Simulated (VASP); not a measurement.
A run of VASP 6.6.1:

INCAR

```
PREC     = Accurate       # precision mode
ENCUT    = 520            # plane-wave cutoff, eV
EDIFF    = 1E-6           # SCF threshold, eV
ISMEAR   = 0              # smearing method
SIGMA    = 0.15           # smearing width, eV
LREAL    = F              # projectors in reciprocal space
LASPH    = T              # aspherical terms in the spheres
NELM     = 60             # most SCF steps
ALGO     = Fast           # electronic algorithm
ISIF     = 2              # what is computed and relaxed
LWAVE    = F              # write WAVECAR
LCHARG   = T              # write CHGCAR
GGA      = PS             # functional
LELF     = T              # ELF
LVHAR    = T            
NBANDS   = 9              # bands
```

KPOINTS

```
Automatic mesh
0
Gamma
  18 18 10
```

POSCAR

```
Mg
1.0
    2.7278808026      0.0000000000      0.0000000000
   -1.3639404013      2.7793106748      0.0000000000
    0.0000000000      0.0000000000      5.2103300000
Mg
2
Direct
    0.3333333333      0.6666666667      0.2500000000
    0.6666666667      0.3333333333      0.7500000000
```

Potentials or basis: VASP PAW PBE potentials, release 64 (Mg).

Run with:

```bash
$ cat potpaw_PBE.64/Mg/POTCAR > POTCAR
$ mpirun -np 1 vasp_std > vasp.out
```

Hardware: 1 thread of Intel(R) Xeon(R) Platinum 8259CL CPU @ 2.50GHz (Skylake/Cascade Lake), with other jobs on the host.

Estimate the wall time of this run.

It took 78 s on 1 thread of Intel(R) Xeon(R) Platinum 8259CL CPU @ 2.50GHz (Skylake/Cascade Lake) (shared host), peak memory 0.3 GiB. Counts: scf iterations 9, k points 546.
